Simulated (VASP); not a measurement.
# BN (P6_3/mmc) in VASP: further runs, part 2 of 2

VASP 6.6.1.

**3. Single point, PBE (strain along c alone, the other axes held: -6.0 %)**

INCAR reads:

```
PREC = Accurate ; ENCUT = 520
EDIFF = 1E-6 ; ISMEAR = 0
SIGMA = 0.02 ; LREAL = False
LASPH = True ; NELM = 80
ALGO = Normal ; ISIF = 2
LWAVE = False ; LCHARG = True
GGA = PE ; LELF = True
LVHAR = True ; NBANDS = 16
```

KPOINTS reads:

```
Automatic mesh
0
Gamma
  12 12 4
```

POSCAR reads:

```
BN
1.0
    2.5121811355      0.0000000000      0.0000000000
   -1.2560905678      2.1756126823      0.0000000000
    0.0000000000      0.0000000000      7.8425737833
B N
2 2
Direct
    0.3333333333      0.6666666667      0.2500000000
    0.6666666667      0.3333333333      0.7500000000
    0.3333333333      0.6666666667      0.7500000000
    0.6666666667      0.3333333333      0.2500000000
```

Potentials or basis: VASP PAW PBE potentials, release 64 (B, N).

Run with:

```
cat potpaw_PBE.64/B/POTCAR potpaw_PBE.64/N/POTCAR > POTCAR
mpirun -np 1 vasp_std > vasp.out
```

OUTCAR:

```text
PREC = Accurate
   ENCUT = 520
   EDIFF = 1E-6
   ISMEAR = 0
   LREAL = False
   LASPH = True
   NELM = 80
   ISIF = 2
   GGA = PE

 ion  position               nearest neighbor table
   1  0.333  0.667  0.250-   4 1.45   4 1.45   4 1.45
   2  0.667  0.333  0.750-   3 1.45   3 1.45   3 1.45
   3  0.333  0.667  0.750-   2 1.45   2 1.45   2 1.45
   4  0.667  0.333  0.250-   1 1.45   1 1.45   1 1.45

  LATTYP: Found a hexagonal cell.
 ALAT       =     2.5121811355
 C/A-ratio  =     3.1218185952

[... 653 lines left out ...]

  FORCE on cell =-STRESS in cart. coord.  units (eV):
  Direction    XX          YY          ZZ          XY          YZ          ZX
  --------------------------------------------------------------------------------------
  -------------------------------------------------------------------------------------
  Total        0.0374460      0.0374460      0.0393409     -0.0000000      0.0000000      0.0000000
  in kB        1.3996668      1.3996668      1.4704961     -0.0000000      0.0000000      0.0000000
  external PRESSURE =       1.4232765 kB  Pullay stress =       0.0000000 kB

 VOLUME and BASIS-vectors are now :
 -----------------------------------------------------------------------------
  energy-cutoff  :      520.00
  volume of cell :       42.86
      direct lattice vectors                 reciprocal lattice vectors
     2.512181136  0.000000000  0.000000000     0.398060469  0.229820319  0.000000000
    -1.256090568  2.175612682  0.000000000     0.000000000  0.459640637  0.000000000
     0.000000000  0.000000000  7.842573783     0.000000000  0.000000000  0.127509161

 POSITION                                       TOTAL-FORCE (eV/Angst)
 -----------------------------------------------------------------------------------
     -0.00000      1.45041      1.96064        -0.000000      0.000000      0.000000
      1.25609      0.72520      5.88193         0.000000     -0.000000      0.000000
     -0.00000      1.45041      5.88193         0.000000      0.000000      0.000000
      1.25609      0.72520      1.96064        -0.000000      0.000000      0.000000
 -----------------------------------------------------------------------------------
    total drift:                               -0.000000      0.000000     -0.000000

  FREE ENERGIE OF THE ION-ELECTRON SYSTEM (eV)
  ---------------------------------------------------
  free  energy   TOTEN  =       -35.2047256118 eV

  energy  without entropy=      -35.2047256118  energy(sigma->0) =      -35.20472561
```

OSZICAR:

```text
N       E                     dE             d eps       ncg     rms          rms(c)
DAV:   1     0.568055238856E+02    0.56806E+02   -0.78657E+03  1832   0.908E+02
DAV:   2    -0.349320511561E+02   -0.91738E+02   -0.83547E+02  2576   0.220E+02
DAV:   3    -0.388474513281E+02   -0.39154E+01   -0.39006E+01  2360   0.457E+01
DAV:   4    -0.388803130811E+02   -0.32862E-01   -0.32856E-01  2352   0.467E+00
DAV:   5    -0.388807338547E+02   -0.42077E-03   -0.42077E-03  2352   0.495E-01    0.112E+01
DAV:   6    -0.356055129597E+02    0.32752E+01   -0.55457E+00  2312   0.176E+01    0.503E+00
DAV:   7    -0.353006545859E+02    0.30486E+00   -0.56872E-01  2416   0.531E+00    0.315E+00
DAV:   8    -0.352068861410E+02    0.93768E-01   -0.28380E-01  2432   0.342E+00    0.495E-01
DAV:   9    -0.352028884167E+02    0.39977E-02   -0.17380E-02  2032   0.102E+00    0.199E-01
DAV:  10    -0.352045240978E+02   -0.16357E-02   -0.16731E-03  1984   0.315E-01    0.381E-02
DAV:  11    -0.352047110897E+02   -0.18699E-03   -0.15963E-04  2216   0.983E-02    0.301E-02
DAV:  12    -0.352047252944E+02   -0.14205E-04   -0.37964E-05  2000   0.437E-02    0.354E-03
DAV:  13    -0.352047256118E+02   -0.31741E-06   -0.13843E-06  2240   0.917E-03
   1 F= -.35204726E+02 E0= -.35204726E+02  d E =-.325595E-12
```

stdout:

```text
POSCAR found type information on POSCAR B N
 POSCAR found :  2 types and       4 ions
 scaLAPACK will be used
 LDA part: xc-table for (Slater+PW92), standard interpolation
 POSCAR, INCAR and KPOINTS ok, starting setup
 FFT: planning ... GRIDC
 FFT: planning ... GRID_SOFT
 FFT: planning ... GRID
 WAVECAR not read
 entering main loop
```

Wall time 55 s (1 thread of Intel Xeon 8259CL, shared host); peak memory 0.17 GiB.

What came out:

```
Free energy            : -35.2047 eV
Pressure               : 0.1 GPa
Band gap on the k mesh : 4.50 eV (least direct gap 4.65 eV)
```

Levels at points of the mesh, in eV from the valence-band top:
| k point | band 6 | band 7 | band 8 | band 9 | band 10 | band 11 |
| --- | --- | --- | --- | --- | --- | --- |
| (0.00, 0.00, 0.00) | -1.35 | -1.34 | -1.34 | 4.55 | 8.39 | 10.76 |
| (0.50, 0.00, 0.00) | -4.11 | -1.08 | -0.72 | 4.50 | 5.12 | 9.41 |
| (0.00, 0.00, 0.50) | -1.35 | -1.35 | -1.35 | 6.08 | 6.08 | 11.52 |
| (0.50, 0.00, 0.50) | -4.12 | -0.90 | -0.90 | 4.76 | 4.76 | 9.72 |

Caveat: the cell differs from its parent crystal (strain along c alone, the other axes held: -6.0 %); this functional lacks dispersion, which binds the layers, so the pressure and a relaxed spacing across them are unreliable.

**4. Single point, PBE**

This run uses another cell than the first one: it holds 4 atoms, not 36.

INCAR reads:

```
SYSTEM = BN
ALGO     = Normal         ! electronic algorithm
EDIFF    = 1E-6           ! SCF threshold, eV
ENCUT    = 520            ! plane-wave cutoff, eV
GGA      = PE             ! functional
ISIF     = 2              ! what is computed and relaxed
ISMEAR   = 0              ! smearing method
LASPH    = .True.         ! aspherical terms in the spheres
LCHARG   = .False.        ! write CHGCAR
LREAL    = .False.        ! projectors in reciprocal space
LWAVE    = .False.        ! write WAVECAR
NBANDS   = 16             ! bands
NELM     = 60             ! most SCF steps
PREC     = Accurate       ! precision mode
SIGMA    = 0.02           ! smearing width, eV
```

KPOINTS reads:

```
k-points
0
Gamma
  12 12 4
  0 0 0
```

POSCAR is that of step 3.

Run with:

```
cat potpaw_PBE.64/B/POTCAR potpaw_PBE.64/N/POTCAR > POTCAR
mpirun -np 1 vasp_std > vasp.out
```

Run time: 57 s. Hardware: 1 thread of Intel Xeon 8259CL, shared host; peak memory 0.17 GiB.

Results (log left out):

* Free energy: -35.2047 eV
* Pressure: 0.1 GPa
* Band gap on the k mesh: 4.50 eV (least direct gap 4.65 eV)

Levels at points of the mesh, in eV from the valence-band top:
```tsv
k point	band 4	band 5	band 6	band 7	band 8	band 9	band 10	band 11	band 12	band 13
(0.00, 0.00, 0.00)	-4.74	-1.35	-1.35	-1.34	-1.34	4.55	8.39	10.76	11.50	11.50
(0.50, 0.00, 0.00)	-8.84	-4.12	-4.11	-1.08	-0.72	4.50	5.12	9.41	9.88	12.19
(0.00, 0.00, 0.50)	-5.21	-1.35	-1.35	-1.35	-1.35	6.08	6.08	11.52	11.52	11.52
(0.50, 0.00, 0.50)	-8.85	-4.12	-4.12	-0.90	-0.90	4.76	4.76	9.72	9.72	12.84
```

Caveat: this functional lacks dispersion, which binds the layers, so the pressure and a relaxed spacing across them are unreliable. A k mesh can miss the band edges.

**5. Single point, PBE (strain along c alone, the other axes held: -4.0 %)**

INCAR reads:

```
  ALGO = Normal
  EDIFF = 1E-6
  ENCUT = 520
  GGA = PE
  ISIF = 2
  ISMEAR = 0
  LASPH = True
  LCHARG = False
  LREAL = False
  LWAVE = False
  NBANDS = 16
  NELM = 80
  PREC = Accurate
  SIGMA = 0.02
```

KPOINTS reads:

```
k-points
0
Gamma
  12 12 4
```

POSCAR, as its differences from that of step 4:

```diff
@@ -4,3 +4,3 @@
    -1.2560905678      2.1756126823      0.0000000000
-    0.0000000000      0.0000000000      7.8425737833
+    0.0000000000      0.0000000000      8.0094370553
 B N
```

Run with:

```
cat potpaw_PBE.64/B/POTCAR potpaw_PBE.64/N/POTCAR > POTCAR
mpirun -np 1 vasp_std > vasp.out
```

Wall time 57 s (1 thread of Intel Xeon 8259CL, shared host); peak memory 0.17 GiB.

The run converged. Its results:

```
Free energy            : -35.2060 eV
Pressure               : 0.1 GPa
Band gap on the k mesh : 4.49 eV (least direct gap 4.65 eV)
```

Stress tensor (GPa, compression positive):
```
0.13 0.00 0.00
0.00 0.13 0.00
0.00 0.00 0.05
```

Levels at points of the mesh, in eV from the valence-band top:
```tsv
k point	band 6	band 7	band 8	band 9	band 10	band 11
(0.00, 0.00, 0.00)	-1.35	-1.34	-1.34	4.49	8.17	10.54
(0.50, 0.00, 0.00)	-4.11	-1.06	-0.74	4.53	5.08	9.41
(0.00, 0.00, 0.50)	-1.35	-1.35	-1.35	5.94	5.94	11.51
(0.50, 0.00, 0.50)	-4.12	-0.90	-0.90	4.76	4.76	9.71
```

Caveat: the cell differs from its parent crystal (strain along c alone, the other axes held: -4.0 %); this functional lacks dispersion, which binds the layers, so the pressure and a relaxed spacing across them are unreliable.

**6. Overview**

```csv
cell,k mesh,smearing,gap on the mesh (eV),pressure (GPa)
"a = 7.537, b = 7.537, c = 8.343 Å, angles 90.0, 90.0, 120.0°, 36 atoms, atomic positions A",2 × 2 × 2,gaussian 0.01 eV,4.40,0.0
"a = 2.512, b = 2.512, c = 7.843 Å, angles 90.0, 90.0, 120.0°, 4 atoms, atomic positions B",12 × 12 × 4,gaussian 0.02 eV,4.50,0.1
"a = 2.512, b = 2.512, c = 8.009 Å, angles 90.0, 90.0, 120.0°, 4 atoms, atomic positions B",12 × 12 × 4,gaussian 0.02 eV,4.49,0.1
```

Alike in all rows: task single point; level PBE; potentials or basis VASP PAW PBE potentials, release 64 (B, N); no spin polarisation; cutoff (eV) 520.

Caveats: some runs use coarse meshes; this functional lacks dispersion, which binds the layers, so the pressure and a relaxed spacing across them are unreliable.

Total energies depend on the potentials used, so only differences within one code and one set of settings carry meaning.
